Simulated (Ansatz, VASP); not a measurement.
# TeW: VASP beside Ansatz

INCAR

```
ALGO = Normal
EDIFF = 1E-7
ENCUT = 520
GGA = PE
ISIF = 2
ISMEAR = 0
LASPH = True
LCHARG = False
LREAL = False
LWAVE = False
NBANDS = 17
NELM = 80
PREC = Accurate
SIGMA = 0.1
```

KPOINTS

```
k-points
0
Gamma
  12 12 12
```

Contents of POSCAR:

```
TeW
1.0
    0.0000000000      3.0618296945      3.0618296945
    3.0618296945      0.0000000000      3.0618296945
    3.0618296945      3.0618296945      0.0000000000
W Te
1 1
Direct
    0.0000000000      0.0000000000      0.0000000000
    0.2500000000      0.2500000000      0.2500000000
```

Input for Ansatz:

```yaml
crystal:
  lattice:
    - [0.0, 3.0618296945, 3.0618296945]
    - [3.0618296945, 0.0, 3.0618296945]
    - [3.0618296945, 3.0618296945, 0.0]
  atoms:
    - { symbol: W, position: [0.0, 0.0, 0.0] }
    - { symbol: Te, position: [0.25, 0.25, 0.25] }
basis:
  ecutwfc: 420
kpoints:
  mp_grid: { grid: [12, 12, 12] }
hamiltonian:
  xc: pbe
scf:
  occupations: { method: gaussian, width: 0.1 }
  lower_state_search: "off"
output:
  forces: true
  stress: true
  eigenvalues: true
```

Alike in both runs: task single point; functional PBE; k mesh 12 × 12 × 12; occupations gaussian, width 0.1 eV; no spin polarisation.

|  | VASP | Ansatz |
| --- | --- | --- |
| version | VASP 6.6.1 | Ansatz 0.2.0 |
| potentials or method | VASP PAW PBE potentials, release 64 (W_sv, Te), cutoff 520 eV | scalar-relativistic, plane waves, PAW |
| valence electrons in the cell | 20 | 30 |

VASP gave:

| Quantity | Value |
| --- | --- |
| gap on the k mesh at the Fermi level (eV) | none |
| pressure (GPa) | -1.2 |

Task: Estimate Ansatz's values.

Result: gap on the k mesh at the Fermi level (eV): none; pressure (GPa): -1.1.

A gap of «none» marks a metal or a gap that the smearing closes. VASP's potentials hold 20 valence electrons a cell and Ansatz's 30, so a difference there can come from the potentials and not from the codes.

Spin-orbit coupling is off throughout.
